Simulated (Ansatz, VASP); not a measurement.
**One calculation of CoO, two programs**

The input INCAR:

```
SYSTEM = CoO
PREC     = Accurate       ! precision mode
ENCUT    = 600            ! plane-wave cutoff, eV
EDIFF    = 1E-6           ! SCF threshold, eV
ISMEAR   = -1             ! smearing method
SIGMA    = 0.05           ! smearing width, eV
LREAL    = .False.        ! projectors in reciprocal space
LASPH    = .True.         ! aspherical terms in the spheres
NELM     = 150            ! most SCF steps
ALGO     = Normal         ! electronic algorithm
ISIF     = 3              ! what is computed and relaxed
LWAVE    = .False.        ! write WAVECAR
LCHARG   = .False.        ! write CHGCAR
ISPIN    = 2              ! spin polarisation
MAGMOM   = 2 0            ! initial moments
LORBIT   = 11             ! projections on sites
LMAXMIX  = 4              ! l up to which the mixer works
GGA      = PE             ! functional
IVDW     = 12             ! dispersion correction
IBRION   = 2              ! ionic algorithm
NSW      = 60             ! ionic steps
EDIFFG   = -0.01          ! ionic threshold
```

File KPOINTS:

```
Automatic mesh
0
Gamma
  11 11 11
  0 0 0
```

File POSCAR:

```
CoO
1.0
    0.0000000000      2.1315000000      2.1315000000
    2.1315000000      0.0000000000      2.1315000000
    2.1315000000      2.1315000000      0.0000000000
Co O
1 1
Direct
    0.0000000000      0.0000000000      0.0000000000
    0.5000000000      0.5000000000      0.5000000000
```

File input.yaml:

```yaml
crystal:
  lattice:
    - [0.0, 2.1315, 2.1315]
    - [2.1315, 0.0, 2.1315]
    - [2.1315, 2.1315, 0.0]
  atoms:
    - { symbol: Co, position: [0.0, 0.0, 0.0], spin: 2.0 }
    - { symbol: O, position: [0.5, 0.5, 0.5] }
hamiltonian:
  xc: pbe
  pseudopotentials: { kind: paw }
  dispersion: d3bj
magnetization:
  spin_polarized: true
kpoints:
  mp_grid: { grid: [11, 11, 11] }
scf:
  occupations: { method: fermi_dirac, width: 0.05 }
output:
  forces: true
  stress: true
  eigenvalues: true
  write_density: true
  write_potential: true
  elf: true
  volumetric_format: npy
relax:
  f_tol: 0.01
  max_steps: 40
  cell: { stress_tol: 0.05 }
```

Alike in both runs: task relaxation of cell and atoms; functional PBE; dispersion D3(BJ); k mesh 11 × 11 × 11; occupations fermi-dirac, width 0.05 eV; collinear spin.

```csv
,VASP,Ansatz
version,VASP 6.6.1,Ansatz 0.2.0
potentials or method,"VASP PAW PBE potentials, release 64 (Co, O)",Ansatz PAW
plane-wave cutoff (eV),600,420
valence electrons in the cell,15,23
```

Ansatz gave:

| Quantity | Value |
| --- | --- |
| gap on the k mesh at the Fermi level, each at its own relaxed structure (eV) | none |
| net moment per atom (μB) | 1.46 |
| size of the moment on the site where the two differ most (μB) | 0.32 |
| relaxed volume (Å³/atom) | 9.63 |
| relaxed cell length with the largest relative difference (Å) | 3.008 |

What did VASP give for the same quantities?

gap on the k mesh at the Fermi level, each at its own relaxed structure (eV): none; net moment per atom (μB): 1.40; size of the moment on the site where the two differ most (μB): 0.28; relaxed volume (Å³/atom): 9.31; relaxed cell length with the largest relative difference (Å): 2.975.

Site moments also hang on the region over which each program counts them. A gap of «none» marks a metal or a gap that the smearing closes. VASP's potentials hold 15 valence electrons a cell and Ansatz's 23, so a difference there can come from the potentials and not from the codes.

Noted on Ansatz's run: the plane-wave basis is chosen anew once the cell has moved, so the energies of steps on either side of that aren't comparable.
